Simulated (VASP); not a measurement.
Write the native input for VASP 6.6.1 that does the following.

```yaml
Task: single point
Functional: PBE
Potentials_or_basis: VASP PAW PBE potentials, release 64 (Ga_d, Sb)
Cutoff: 520 eV
k_mesh: 9 × 9 × 9
Occupations: fermi-dirac, width 0.08 eV
Spin: no spin polarisation
Dipole_correction: no
Further_INCAR_settings: ALGO = Normal; EDIFF = 1e-07; NBANDS = 16
```

The structure of GaSb (zincblende type) lies in POSCAR:

```
GaSb
1.0
    0.0000000000      3.1690161454      3.1690161454
    3.1690161454      0.0000000000      3.1690161454
    3.1690161454      3.1690161454      0.0000000000
Ga Sb
1 1
Direct
    0.0000000000      0.0000000000      0.0000000000
    0.2500000000      0.2500000000      0.2500000000
```

This cell differs from its parent crystal: volume scaled by 1.06.

The input as run:

INCAR

```
  PREC = Accurate
  ENCUT = 520
  EDIFF = 1E-7
  ISMEAR = -1
  SIGMA = 0.08
  LREAL = F
  LASPH = T
  NELM = 100
  ALGO = Normal
  ISIF = 2
  LWAVE = F
  LCHARG = F
  GGA = PE
  NBANDS = 16
```

KPOINTS

```
Automatic mesh
0
Gamma
  9 9 9
```

Potentials or basis: VASP PAW PBE potentials, release 64 (Ga_d, Sb).

Command:

```sh
$ cat potpaw_PBE.64/Ga_d/POTCAR potpaw_PBE.64/Sb/POTCAR > POTCAR
$ mpirun -np 1 vasp_std > vasp.out
```

It gave:

* Pressure: -2.2 GPa
* Band gap on the k mesh: zero (filled and empty bands touch)

Caveat: spin-orbit coupling is left out, which moves the levels of the heavy elements.

Wall time 37 s on 1 thread of Intel Xeon 6975P-C, with other jobs on the host, peak memory 0.22 GiB.
